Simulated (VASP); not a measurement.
Ti:

```
CELL_PARAMETERS angstrom
2.95000 0.00000 0.00000
-1.47500 2.55477 0.00000
0.00000 0.00000 4.68000
ATOMIC_POSITIONS crystal
Ti 0.66667 0.33333 0.75000
Ti 0.33333 0.66667 0.25000
```

Program: VASP 6.6.1. Alike in all runs: task single point; cell as given; cutoff (eV) 520.

**Question.** Order these runs on this cell by their pressure, lowest first.
A. level BLYP+D3(BJ); potentials or basis VASP PAW PBE potentials, release 64 (Ti_sv); spin collinear; k mesh 10 × 10 × 6; smearing gaussian 0.1 eV
B. level LDA; potentials or basis VASP PAW LDA potentials, release 64 (Ti_sv); spin off; k mesh 6 × 6 × 3; smearing fermi-dirac 0.05 eV
C. level r2SCAN0; potentials or basis VASP PAW PBE potentials, release 64 (Ti_sv); spin off; k mesh 5 × 5 × 3; smearing fermi-dirac 0.05 eV; grid for exact exchange (PRECFOCK) Normal; share of exact exchange 0.25
D. level PBEsol-based screened hybrid with 25 % exact exchange; potentials or basis VASP PAW PBE potentials, release 64 (Ti_sv); spin off; k mesh 5 × 5 × 3; smearing fermi-dirac 0.05 eV; grid for exact exchange (PRECFOCK) Normal; share of exact exchange 0.25; screening parameter 0.207 1/Å
E. level PBE; potentials or basis VASP PAW PBE potentials, release 64 (Ti_sv); spin off; k mesh 10 × 10 × 6; smearing gaussian 0.027 eV

**Answer.** A (-12.6 GPa), B (-9.3 GPa), D (-7.4 GPa), C (-3.8 GPa), E (-1.7 GPa).

Caveats: some runs use coarse meshes; the PAW data sets were made with another functional, which shifts forces and pressure a little (at least some runs); the cell stands under tension (at least some runs).
